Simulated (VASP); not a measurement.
Pt, 1 atom in the cell. It takes space group Im-3m (No. 229, cubic). Conventional cell: a = 3.115 Å, b = 3.115 Å, c = 3.115 Å, α = 90.00°, β = 90.00°, γ = 90.00°. Within 3.6 Å of Pt (site symmetry m-3m) lie 14 Pt at 2.70 to 3.11 Å. 

```yaml
Program: VASP 6.6.1
Task: single point
Functional: PBE
Potentials_or_basis: VASP PAW PBE potentials, release 64 (Pt)
Cutoff: 500 eV
k_mesh: 10 × 10 × 10
Occupations: fermi-dirac, width 0.1 eV
Spin: no spin polarisation
Dipole_correction: no
Further_INCAR_settings: ALGO = Normal; EDIFF = 1e-06; NBANDS = 11
```

Potentials or basis: VASP PAW PBE potentials, release 64 (Pt).

The run is started by

```sh
$ cat potpaw_PBE.64/Pt/POTCAR > POTCAR
$ mpirun -np 1 vasp_std > vasp.out
```

Hardware: 1 thread of Intel(R) Xeon(R) Platinum 8488C (Sapphire Rapids), on a shared host.

Task: Estimate the wall time of this run.

Result: Wall time 5.1 s on 1 thread of Intel(R) Xeon(R) Platinum 8488C (Sapphire Rapids), with other jobs on the host, peak memory 0.13 GiB. Counts: scf iterations 11, k points 47.
